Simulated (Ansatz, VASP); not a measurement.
**One calculation of BaTe, two programs**

```
Ba Te
1.0
     4.36903    0.00000    0.00000
     0.00000    4.36903    0.00000
     0.00000    0.00000    4.15590
Ba Te
1 1
Direct
  0.00000 0.00000 0.00000
  0.50000 0.50000 0.50000
```

Change from the starting cell: strain +0.025 along x and y, -0.025 along z, atoms carried along.

Alike in both runs: task single point; functional LDA; k mesh 6 × 6 × 6; occupations gaussian, width 0.05 eV; no spin polarisation.

|  | VASP | Ansatz |
| --- | --- | --- |
| version | VASP 6.6.1 | Ansatz 0.2.0 |
| potentials or method | VASP PAW LDA potentials, release 64 (Ba_sv, Te), cutoff 520 eV | scalar-relativistic, plane waves, PAW |
| valence electrons in the cell | 16 | 26 |

```tsv
	VASP	Ansatz	Ansatz less VASP
gap on the k mesh at the Fermi level (eV)	0.42	0.52	+0.101
least direct gap on the mesh (eV)	0.44	0.53	+0.092
pressure (GPa)	-3.4	-3.9	-0.44
traceless stress, the component that is largest in VASP (GPa)	2.34	2.33	-0.005
```

LDA's correlation is that of Perdew and Zunger in VASP and of Perdew and Wang (1992) in Ansatz. VASP's potentials hold 16 valence electrons a cell and Ansatz's 26, so a difference there can come from the potentials and not from the codes.

Spin-orbit coupling is off throughout.
